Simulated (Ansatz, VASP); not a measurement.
## CdTe: VASP beside Ansatz

File INCAR:

```
ALGO = Normal
EDIFF = 1E-6
ENCUT = 500
GGA = PS
GGA_COMPAT = False
ISIF = 2
ISMEAR = 0
LASPH = True
LCHARG = False
LREAL = False
LWAVE = False
NBANDS = 16
NELM = 120
PREC = Accurate
SIGMA = 0.01
```

KPOINTS

```
k-points
0
Gamma
  4 4 4
```

File POSCAR:

```
CdTe
1.0
    0.0000000000      3.2799012430      3.2799012430
    3.2799012430      0.0000000000      3.2799012430
    3.2799012430      3.2799012430      0.0000000000
Cd Te
1 1
Direct
    0.0000000000      0.0000000000      0.0000000000
    0.2500000000      0.2500000000      0.2500000000
```

Input for Ansatz:

```yaml
crystal:
  lattice:
    - [0.0, 3.279901243, 3.279901243]
    - [3.279901243, 0.0, 3.279901243]
    - [3.279901243, 3.279901243, 0.0]
  atoms:
    - { symbol: Cd, position: [0.0, 0.0, 0.0] }
    - { symbol: Te, position: [0.25, 0.25, 0.25] }
kpoints:
  mp_grid: { grid: [4, 4, 4] }
hamiltonian:
  xc: pbesol
scf:
  occupations: { method: fixed }
  n_extra_bands: 4
output:
  forces: true
  stress: true
  eigenvalues: true
```

Alike in both runs: task single point; functional PBEsol; k mesh 4 × 4 × 4; no spin polarisation.

|  | VASP | Ansatz |
| --- | --- | --- |
| version | VASP 6.6.1 | Ansatz 0.2.0 |
| potentials or method | VASP PAW PBE potentials, release 64 (Cd, Te) | plane waves, PAW |
| plane-wave cutoff (eV) | 500 | 420 |
| occupations | gaussian, width 0.01 eV | fixed |
| valence electrons in the cell | 18 | 36 |

```tsv
	VASP	Ansatz	Ansatz less VASP
gap on the k mesh at the Fermi level (eV)	0.54	0.54	-0.001
pressure (GPa)	-0.9	-1.0	-0.15
```

VASP's potentials were made for PBE, not for PBEsol. VASP's potentials hold 18 valence electrons a cell and Ansatz's 36, so a difference there can come from the potentials and not from the codes.

Spin-orbit coupling is off throughout.
